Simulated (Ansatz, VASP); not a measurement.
**Ta2SiO3: VASP beside Ansatz**

The input INCAR:

```
PREC = Accurate ; ENCUT = 520
EDIFF = 1E-7 ; ISMEAR = 0
SIGMA = 0.1 ; LREAL = False
LASPH = True ; NELM = 60
ALGO = Normal ; ISIF = 2
LWAVE = False ; LCHARG = False
GGA = PE ; NBANDS = 31
```

Contents of KPOINTS:

```
Automatic mesh
0
Gamma
  6 6 6
```

File POSCAR:

```
Ta2SiO3
1.0
    2.4098020400      1.3912998600      3.7743803900
   -2.4098020400      1.3912998600      3.7743803900
    0.0000000000     -2.7825997100      3.7743803900
Ta Si O
2 1 3
Direct
    0.6265445900      0.6265445900      0.6265445900
    0.3734554100      0.3734554100      0.3734554100
    0.0000000000      0.0000000000      0.0000000000
    0.0000000000      0.5000000000      0.0000000000
    0.5000000000      0.0000000000      0.0000000000
    0.0000000000      0.0000000000      0.5000000000
```

Input for Ansatz:

```yaml
crystal:
  lattice:
    - [2.40980204, 1.39129986, 3.77438039]
    - [-2.40980204, 1.39129986, 3.77438039]
    - [0.0, -2.78259971, 3.77438039]
  atoms:
    - { symbol: Ta, position: [0.62654459, 0.62654459, 0.62654459] }
    - { symbol: Ta, position: [0.37345541, 0.37345541, 0.37345541] }
    - { symbol: Si, position: [0.0, 0.0, 0.0] }
    - { symbol: O, position: [0.0, 0.5, 0.0] }
    - { symbol: O, position: [0.5, 0.0, 0.0] }
    - { symbol: O, position: [0.0, 0.0, 0.5] }
basis:
  ecutwfc: 420
kpoints:
  mp_grid: { grid: [6, 6, 6] }
hamiltonian:
  xc: pbe
scf:
  occupations: { method: gaussian, width: 0.1 }
  lower_state_search: "off"
output:
  forces: true
  stress: true
  eigenvalues: true
```

Change from the starting cell: species swapped into the Hf2Al3Ni type (R-3m, No. 166).

Alike in both runs: task single point; functional PBE; k mesh 6 × 6 × 6; occupations gaussian, width 0.1 eV; no spin polarisation.

|  | VASP | Ansatz |
| --- | --- | --- |
| version | VASP 6.6.1 | Ansatz 0.2.0 |
| potentials or method | VASP PAW PBE potentials, release 64 (Ta_pv, Si, O), cutoff 520 eV | scalar-relativistic, plane waves, PAW |
| valence electrons in the cell | 44 | 48 |

|  | VASP | Ansatz | Ansatz less VASP |
| --- | --- | --- | --- |
| gap on the k mesh at the Fermi level (eV) | none | none | - |
| pressure (GPa) | -16.1 | -16.1 | 0.00 |
| traceless stress, the component that is largest in VASP (GPa) | -17.66 | -17.75 | -0.090 |
| rms of the force components (eV/Å) | 0.380 | 0.383 | +0.0031 |

Atom by atom the forces differ by 0.003 eV/Å (rms over components). A gap of «none» marks a metal or a gap that the smearing closes. VASP's potentials hold 44 valence electrons a cell and Ansatz's 48, so a difference there can come from the potentials and not from the codes.

Spin-orbit coupling is off throughout.
